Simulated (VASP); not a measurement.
# F2 in VASP: relaxation of the atoms with r2SCAN

Aim: the relaxation of the atoms of F2 with r2SCAN.

Program: VASP 6.6.1. These are calculated values, not measurements. Logs are shortened: lines on timing, memory, paths and dates and some standing lists are left out, and cuts for length are marked.

**1. The cell of the first run**

The cell holds a molecule in a box, 2 atoms: a = 13.000 Å, b = 13.300 Å, c = 13.600 Å, α = 90.00°, β = 90.00°, γ = 90.00°.

**2. Relaxation of the atoms, r2SCAN**

POSCAR

```
F
1.0
   13.0000000000      0.0000000000      0.0000000000
    0.0000000000     13.3000000000      0.0000000000
    0.0000000000      0.0000000000     13.6000000000
F
2
Direct
    0.4453846154      0.5000000000      0.5000000000
    0.5546153846      0.5000000000      0.5000000000
```

INCAR.step1

```
SYSTEM = F
ALGO = Normal ; EDIFF = 1E-4
ENCUT = 520 ; GGA = PE
ISMEAR = 0 ; LASPH = .True.
LCHARG = .False. ; LREAL = .False.
LWAVE = .True. ; NELM = 100
PREC = Accurate ; SIGMA = 0.01
```

INCAR.step2

```
SYSTEM = F
ALGO = Normal ; EDIFF = 1E-6
EDIFFG = -0.005 ; ENCUT = 520
IBRION = 2 ; ISIF = 2
ISMEAR = 0 ; ISTART = 1
LASPH = .True. ; LCHARG = .False.
LMIXTAU = .True. ; LREAL = .False.
LWAVE = .False. ; METAGGA = R2SCAN
NELM = 100 ; NSW = 60
PREC = Accurate ; SIGMA = 0.01
```

KPOINTS

```
k-points
0
Gamma
  1 1 1
  0 0 0
```

Potentials or basis: VASP PAW PBE potentials, release 64 (F).

Started as:

```
> cat potpaw_PBE.64/F/POTCAR > POTCAR
> cp INCAR.step1 INCAR
> mpirun -np 1 vasp_gam > vasp.out
> cp INCAR.step2 INCAR
> mpirun -np 1 vasp_gam > vasp.out
```

OUTCAR:

```text
SYSTEM = F
   EDIFF = 1E-6
   EDIFFG = -0.005
   ENCUT = 520
   IBRION = 2
   ISIF = 2
   ISMEAR = 0
   ISTART = 1
   LASPH = .True.
   LREAL = .False.
   METAGGA = R2SCAN
   NELM = 100
   NSW = 60
   PREC = Accurate

 ion  position               nearest neighbor table
   1  0.445  0.500  0.500-   2 1.42
   2  0.555  0.500  0.500-   1 1.42

  LATTYP: Found a simple orthorhombic cell.
 ALAT       =    13.0000000000
 B/A-ratio  =     1.0230769231
 C/A-ratio  =     1.0461538462

  Lattice vectors:

 A1 = (  13.0000000000,   0.0000000000,   0.0000000000)
 A2 = (   0.0000000000,  13.3000000000,   0.0000000000)
 A3 = (   0.0000000000,   0.0000000000,  13.6000000000)

Analysis of symmetry for initial positions (statically):
=====================================================================
 Subroutine PRICEL returns:
 Original cell was already a primitive cell.

 Routine SETGRP: Setting up the symmetry group for a
 simple orthorhombic supercell.

 Subroutine GETGRP returns: Found  8 space group operations
 (whereof  8 operations were pure point group operations)
 out of a pool of  8 trial point group operations.

The static configuration has the point symmetry D_2h.

Analysis of symmetry for dynamics (positions and initial velocities):
=====================================================================
 Subroutine PRICEL returns:
 Original cell was already a primitive cell.

 Routine SETGRP: Setting up the symmetry group for a
 simple orthorhombic supercell.

 Subroutine GETGRP returns: Found  8 space group operations
 (whereof  8 operations were pure point group operations)
 out of a pool of  8 trial point group operations.

The dynamic configuration has the point symmetry D_2h.

 Subroutine INISYM returns: Found  8 space group operations
 (whereof  8 operations are pure point group operations),
 and found     1 'primitive' translations

----------------------------------------------------------------------------------------

                                     Primitive cell

  volume of cell :    2351.4400

  direct lattice vectors                    reciprocal lattice vectors
    13.000000000  0.000000000  0.000000000     0.076923077  0.000000000  0.000000000
     0.000000000 13.300000000  0.000000000     0.000000000  0.075187970  0.000000000
     0.000000000  0.000000000 13.600000000     0.000000000  0.000000000  0.073529412

  length of vectors
    13.000000000 13.300000000 13.600000000     0.076923077  0.075187970  0.073529412

  position of ions in fractional coordinates (direct lattice)
     0.445384615  0.500000000  0.500000000
     0.554615385  0.500000000  0.500000000

  ion indices of the primitive-cell ions
   primitive index   ion index
                 1           1
                 2           2

----------------------------------------------------------------------------------------

 KPOINTS: k-points

Automatic generation of k-mesh.
 Grid dimensions read from file:
 generate k-points for:    1    1    1

 Generating k-lattice:

  Cartesian coordinates                     Fractional coordinates (reciprocal lattice)
     0.076923077  0.000000000  0.000000000     1.000000000  0.000000000  0.000000000
     0.000000000  0.075187970  0.000000000     0.000000000  1.000000000  0.000000000
     0.000000000  0.000000000  0.073529412     0.000000000  0.000000000  1.000000000

  Length of vectors
     0.076923077  0.075187970  0.073529412

  Shift w.r.t. Gamma in fractional coordinates (k-lattice)
     0.000000000  0.000000000  0.000000000

 Subroutine IBZKPT returns following result:
 ===========================================

 Found      1 irreducible k-points:

 Following reciprocal coordinates:
            Coordinates               Weight
  0.000000  0.000000  0.000000      1.000000
   k-points           NKPTS =      1   k-points in BZ     NKDIM =      1   number of bands    NBANDS=     11
   number of dos      NEDOS =    301   number of ions     NIONS =      2
   total plane-waves  NPLWV = ******
   dimension x,y,z NGX =    98 NGY =  100 NGZ =  108
   dimension x,y,z NGXF=   196 NGYF=  200 NGZF=  216
   ions per type =               2
   NGX,Y,Z   is equivalent  to a cutoff of  12.53, 12.50, 13.20 a.u.
   NGXF,Y,Z  is equivalent  to a cutoff of  25.06, 25.00, 26.40 a.u.
 SYSTEM =  F
   PREC   = accura    normal or accurate (medium, high low for compatibility)
   ISTART =      1    job   : 0-new  1-cont  2-samecut
   ICHARG =      0    charge: 1-file 2-atom 10-const
   ISPIN  =      1    spin polarized calculation?
   LNONCOLLINEAR =      F non collinear calculations
   LSORBIT =      F    spin-orbit coupling
   LASPH  =      T    aspherical Exc in radial PAW
   ENCUT  =  520.0 eV  38.22 Ry    6.18 a.u.  24.17 24.73 25.29*2*pi/ulx,y,z
   NELM   =    100;   NELMIN=  2; NELMDL=  0     # of ELM steps
   EDIFF  = 0.1E-05   stopping-criterion for ELM
   LREAL  =      F    real-space projection
   EDIFFG = -.5E-02   stopping-criterion for IOM
   NSW    =     60    number of steps for IOM
   IBRION =      2    ionic relax: 0-MD 1-quasi-New 2-CG
   NFREE  =      1    steps in history (QN), initial steepest desc. (CG)
   ISIF   =      2    stress and relaxation
   ISYM   =      2    0-nonsym 1-usesym 2-fastsym
   POTIM  = 0.5000    time-step for ionic-motion
   TEBEG  =    0.0;   TEEND  =   0.0 temperature during run
   PSTRESS=    0.0 pullay stress
   NELECT =      14.0000    total number of electrons
   NUPDOWN=      -1.0000    fix difference up-down
   EMIN   =  10.00;   EMAX   =-10.00  energy-range for DOS
   EFERMI =   0.00;   METHOD = LEGACY
   ISMEAR =     0;   SIGMA  =   0.01  broadening in eV -4-tet -1-fermi 0-gaus
   EFERMI_NEDOS =   21; number of points for ismear=-14 and -15
   IALGO  =     38    algorithm
   IMIX   =      4    mixing-type and parameters
     AMIX     =   0.40;   BMIX     =  1.00
     AMIX_MAG =   1.60;   BMIX_MAG =  1.00
  volume/ion in A,a.u.               =    1175.72      7934.15
  Fermi-wavevector in a.u.,A,eV,Ry     =   0.296715  0.560710  1.197854  0.088040
  Thomas-Fermi vector in A             =   1.161512
   LORBIT       =      0    0 simple, 1 ext, 2 COOP (PROOUT), +10 PAW based schemes
   METAGGA = R2SCAN    functional components
   LHFCALC =     F    Hartree Fock is set to
   AEXX    =    0.0000 exact exchange contribution
   IVDW    =     0    specifies the selected vdW correction
   LEPSILON=     F    determine dielectric tensor
   LRPA    =     F    only Hartree local field effects (RPA)
 conjugate gradient relaxation of ions
 non-spin polarized calculation
 Gauss-broadening in eV      SIGMA  =   0.01
  energy-cutoff  :      520.00
  volume of cell :     2351.44
 maximum number of plane-waves:     31662
 NGX is ok and might be reduce to    98
   NGX = 49   NGY = 49   NGZ = 51

--------------------------------------- Ionic step        1  -------------------------------------------

 number of electron      13.9999987 magnetization

 Free energy of the ion-electron system (eV)
  ---------------------------------------------------
  ext. energy  EPLUGINS =         0.00000000
  ---------------------------------------------------
  free energy    TOTEN  =        -6.13489983 eV

  energy without entropy =       -6.13489983  energy(sigma->0) =       -6.13489983

------------------------ aborting loop because EDIFF is reached ----------------------------------------

  FORCE on cell =-STRESS in cart. coord.  units (eV):
  Direction    XX          YY          ZZ          XY          YZ          ZX
  --------------------------------------------------------------------------------------
  -------------------------------------------------------------------------------------
  Total       -0.6179348     -0.1122589     -0.1059012      0.0000000      0.0000000      0.0000000
  in kB       -0.4210361     -0.0764888     -0.0721568      0.0000000      0.0000000      0.0000000
  external PRESSURE =      -0.1898939 kB  Pullay stress =       0.0000000 kB

 VOLUME and BASIS-vectors are now :
 -----------------------------------------------------------------------------
  energy-cutoff  :      520.00
  volume of cell :     2351.44
      direct lattice vectors                 reciprocal lattice vectors
    13.000000000  0.000000000  0.000000000     0.076923077  0.000000000  0.000000000
     0.000000000 13.300000000  0.000000000     0.000000000  0.075187970  0.000000000
     0.000000000  0.000000000 13.600000000     0.000000000  0.000000000  0.073529412
[... 37 lines left out ...]
 POSITION                                       TOTAL-FORCE (eV/Angst)
 -----------------------------------------------------------------------------------
      5.80696      6.65000      6.80000        -1.002960      0.000000      0.000000
      7.19304      6.65000      6.80000         1.002960      0.000000      0.000000
 -----------------------------------------------------------------------------------
    total drift:                               -0.000000      0.000000     -0.000000

  FREE ENERGIE OF THE ION-ELECTRON SYSTEM (eV)
  ---------------------------------------------------
  free  energy   TOTEN  =        -6.1246345825 eV

  energy  without entropy=       -6.1246345825  energy(sigma->0) =       -6.12463458

--------------------------------------- Ionic step        3  -------------------------------------------

 number of electron      13.9999988 magnetization

 Free energy of the ion-electron system (eV)
  ---------------------------------------------------
  ext. energy  EPLUGINS =         0.00000000
  ---------------------------------------------------
  free energy    TOTEN  =        -6.13658570 eV

  energy without entropy =       -6.13658570  energy(sigma->0) =       -6.13658570

 E-fermi :  -9.8577     XC(G=0):  -0.1574

 val. band max:       -9.9340893748   @ k =   0.0000   0.0000   0.0000
 cond. band min:      -5.4514403624   @ k =   0.0000   0.0000   0.0000
 fundamental gap:      4.4826490124
 Fermi energy:        -9.8576716197

 k-point     1 :       0.0000    0.0000    0.0000
  band No.  band energies     occupation
      1     -35.6494      2.00000
      2     -29.1545      2.00000
      3     -15.6727      2.00000
      4     -13.4044      2.00000
      5     -13.4044      2.00000
      6      -9.9341      2.00000
      7      -9.9341      2.00000
      8      -5.4514      0.00000
      9      -0.0010      0.00000
     10       0.7796      0.00000
     11       0.8225      0.00000

------------------------ aborting loop because EDIFF is reached ----------------------------------------

  FORCE on cell =-STRESS in cart. coord.  units (eV):
  Direction    XX          YY          ZZ          XY          YZ          ZX
  --------------------------------------------------------------------------------------
  -------------------------------------------------------------------------------------
  Total       -0.1175949     -0.1114645     -0.1061397     -0.0000000      0.0000000      0.0000000
  in kB       -0.0801245     -0.0759475     -0.0723194     -0.0000000      0.0000000      0.0000000
  external PRESSURE =      -0.0761304 kB  Pullay stress =       0.0000000 kB
[... 10 lines left out ...]
 POSITION                                       TOTAL-FORCE (eV/Angst)
 -----------------------------------------------------------------------------------
      5.79475      6.65000      6.80000        -0.000430      0.000000      0.000000
      7.20525      6.65000      6.80000         0.000430      0.000000      0.000000
 -----------------------------------------------------------------------------------
    total drift:                                0.000000     -0.000000      0.000000

  FREE ENERGIE OF THE ION-ELECTRON SYSTEM (eV)
  ---------------------------------------------------
  free  energy   TOTEN  =        -6.1365856998 eV

  energy  without entropy=       -6.1365856998  energy(sigma->0) =       -6.13658570

 reached required accuracy - stopping structural energy minimisation
```

It took 38 min on 1 thread of Intel Xeon Platinum 8488C (Sapphire Rapids), shared host; peak memory 1.9 GiB.

What came out:

```
Free energy                     : -6.1366 eV
Energy gained by relaxing       : 0.8 meV/atom
Ionic steps                     : 3
Gap between the frontier levels : 4.48 eV
```

Step by step:
| step | energy change (eV) | largest force (eV/Å) | pressure (GPa) |
| --- | --- | --- | --- |
| 1 | 0.0000 | 0.3516 | -0.02 |
| 2 | 0.0103 | 1.0030 | 0.02 |
| 3 | -0.0017 | 0.0004 | -0.01 |

Final structure:
```yaml
crystal:
  lattice:
    - [13.00000, 0.00000, 0.00000]
    - [0.00000, 13.30000, 0.00000]
    - [0.00000, 0.00000, 13.60000]
  atoms:
    - { symbol: F, position: [0.44575, 0.50000, 0.50000] }
    - { symbol: F, position: [0.55425, 0.50000, 0.50000] }
```

Levels at points of the mesh, in eV from the valence-band top:
```
           k point  band 4  band 5  band 6  band 7  band 8  band 9  band 10  band 11
(0.00, 0.00, 0.00)   -3.47   -3.47    0.00    0.00    4.48    9.93    10.71    10.76
```

Caveat: the PAW data sets were made with another functional, which shifts forces and pressure a little.
